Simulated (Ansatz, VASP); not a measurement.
IrC in VASP and in Ansatz

Contents of INCAR:

```
  PREC = Accurate
  ENCUT = 520
  EDIFF = 1E-6
  ISMEAR = -1
  SIGMA = 0.08
  LREAL = False
  LASPH = True
  NELM = 60
  ALGO = Normal
  ISIF = 2
  LWAVE = False
  LCHARG = False
  GGA = PE
  NBANDS = 14
```

Contents of KPOINTS:

```
Automatic mesh
0
Gamma
  16 16 16
```

The input POSCAR:

```
IrC
1.0
    0.0000000000      2.1268997284      2.1268997284
    2.1268997284      0.0000000000      2.1268997284
    2.1268997284      2.1268997284      0.0000000000
Ir C
1 1
Direct
    0.0000000000      0.0000000000      0.0000000000
    0.2500000000      0.2500000000      0.2500000000
```

Input for Ansatz:

```yaml
crystal:
  lattice:
    - [0.0, 2.1268997284, 2.1268997284]
    - [2.1268997284, 0.0, 2.1268997284]
    - [2.1268997284, 2.1268997284, 0.0]
  atoms:
    - { symbol: Ir, position: [0.0, 0.0, 0.0] }
    - { symbol: C, position: [0.25, 0.25, 0.25] }
kpoints:
  mp_grid: { grid: [16, 16, 16] }
scf:
  occupations: { method: fermi_dirac, width: 0.08 }
hamiltonian:
  xc: pbe
  pseudopotentials: { kind: paw }
output:
  forces: true
  stress: true
  eigenvalues: true
  populations: true
```

Change from the starting cell: volume scaled by 0.78, PAW files.

Alike in both runs: task single point; functional PBE; k mesh 16 × 16 × 16; occupations fermi-dirac, width 0.08 eV; no spin polarisation.

|  | VASP | Ansatz |
| --- | --- | --- |
| version | VASP 6.6.1 | Ansatz 0.2.0 |
| potentials or method | VASP PAW PBE potentials, release 64 (Ir, C) | PAW with Ansatz's default frozen-core files, scalar-relativistic |
| plane-wave cutoff (eV) | 520 | 420 |
| valence electrons in the cell | 13 | 21 |

```tsv
	VASP	Ansatz	Ansatz less VASP
pressure (GPa)	124.8	118.6	-6.26
```

Both programs put the cell under a high pressure, so it lies far from rest at this level. The functional is the same, so the differences come from potentials, cutoffs and numerics. VASP's potentials hold 13 valence electrons a cell and Ansatz's 21, so a difference there can come from the potentials and not from the codes.

Spin-orbit coupling is off throughout. Noted on VASP's run: the cell as given lies far from equilibrium.
